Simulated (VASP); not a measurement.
A run of VASP 6.6.1 is set up as follows.

File INCAR:

```
SYSTEM = Mg8HO8
PREC = Accurate
ENCUT = 520
EDIFF = 1E-6
ISMEAR = 0
SIGMA = 0.02
LREAL = Auto
LASPH = .TRUE.
NELM = 80
ALGO = Normal
ISIF = 2
LWAVE = .FALSE.
LCHARG = .FALSE.
GGA = PS
NBANDS = 46
NELECT = 64.0
```

Contents of KPOINTS:

```
regular mesh
0
G
  2 2 2
  0 0 0
```

POSCAR

```
Mg8HO8
1.0
   -4.2140464022      0.0000000000      4.2140464022
   -4.2140464022     -4.2140464022      0.0000000000
    0.0000000000     -4.2140464022      4.2140464022
Mg O H
8 8 1
Direct
   -0.0081306651      0.4918659650      0.5095437485
   -0.0079624183      0.0048490211      0.5027229883
    0.0014783890      0.5014752564      0.0025766209
   -0.0251944307      0.0315994385     -0.0170749188
    0.5048521770      0.4920343305      0.5027226323
    0.4983726565     -0.0016306180      0.5037494364
    0.5316036622      0.4748014875     -0.0170765799
    0.5025208073      0.0025172955     -0.0058644347
    0.2501326277      0.7501318681      0.2533613535
    0.2522416458      0.2496135305      0.2508090560
    0.2490300058      0.7490263986      0.7675349750
    0.2464794881      0.2519780037      0.7511167885
    0.7496163304      0.7522382759      0.2508092933
    0.7501183419      0.2501160166      0.2478182251
    0.7519808036      0.7464763554      0.7511170258
    0.7488436763      0.2488394526      0.7416161812
    0.2134675118      0.7134610569      0.1327289609
```

Potentials or basis: VASP PAW PBE potentials, release 64 (Mg, O, H).

The run is started by

```console
$ cat potpaw_PBE.64/Mg/POTCAR potpaw_PBE.64/O/POTCAR potpaw_PBE.64/H/POTCAR > POTCAR
$ mpirun -np 1 vasp_std > vasp.out
```

(1) Predict the largest force.

Results:

(1) 0.253 eV/Å.

Caveat: the k points lie up to 0.65 Å⁻¹ apart; the cell carries a net charge on a neutralising background, which shifts energy and pressure; the PAW data sets were made with another functional, which shifts forces and pressure a little.
